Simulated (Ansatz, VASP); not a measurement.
## Two plane-wave programs on SrO

```
Sr O
1.0
     0.00000    2.64831    2.64831
     2.64831    0.00000    2.64831
     2.64831    2.64831    0.00000
Sr O
1 1
Direct
  0.50000 0.50000 0.50000
  0.00000 0.00000 0.00000
```

Alike in both runs: task single point; functional PBE; k mesh 8 × 8 × 8; occupations gaussian, width 0.02 eV; no spin polarisation.

|  | VASP | Ansatz |
| --- | --- | --- |
| version | VASP 6.6.1 | Ansatz 0.2.0 |
| potentials or method | VASP PAW PBE potentials, release 64 (Sr_sv, O), cutoff 520 eV | scalar-relativistic, plane waves, PAW |
| valence electrons in the cell | 16 | 16 |

Ansatz gave:

* gap on the k mesh at the Fermi level (eV): 3.34
* least direct gap on the mesh (eV): 3.40
* pressure (GPa): -4.3

**Question.** Estimate VASP's values.

**Answer.** gap on the k mesh at the Fermi level (eV): 3.30; least direct gap on the mesh (eV): 3.38; pressure (GPa): -3.9.
